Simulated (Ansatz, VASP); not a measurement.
Two plane-wave programs on SnTe

```
Sn Te
1.0
     0.00000    3.20649    3.20649
     3.20649    0.00000    3.20649
     3.20649    3.20649    0.00000
Sn Te
1 1
Direct
  0.00000 0.00000 0.00000
  0.50000 0.50000 0.50000
```

Alike in both runs: task single point; functional PBE; k mesh 10 × 10 × 10; occupations gaussian, width 0.01 eV; non-collinear spin, spin-orbit coupling.

|  | VASP | Ansatz |
| --- | --- | --- |
| version | VASP 6.6.1 | Ansatz 0.2.0 |
| potentials or method | VASP PAW PBE potentials, release 64 (Sn_d, Te), cutoff 520 eV | plane waves, PAW |
| valence electrons in the cell | 20 | 30 |

```csv
,VASP,Ansatz,Ansatz less VASP
net moment per atom (μB),0.00,0.00,0.000
```

With one functional, cell and mesh, what is left measures potentials, basis and numerics. VASP's potentials hold 20 valence electrons a cell and Ansatz's 30, so a difference there can come from the potentials and not from the codes.
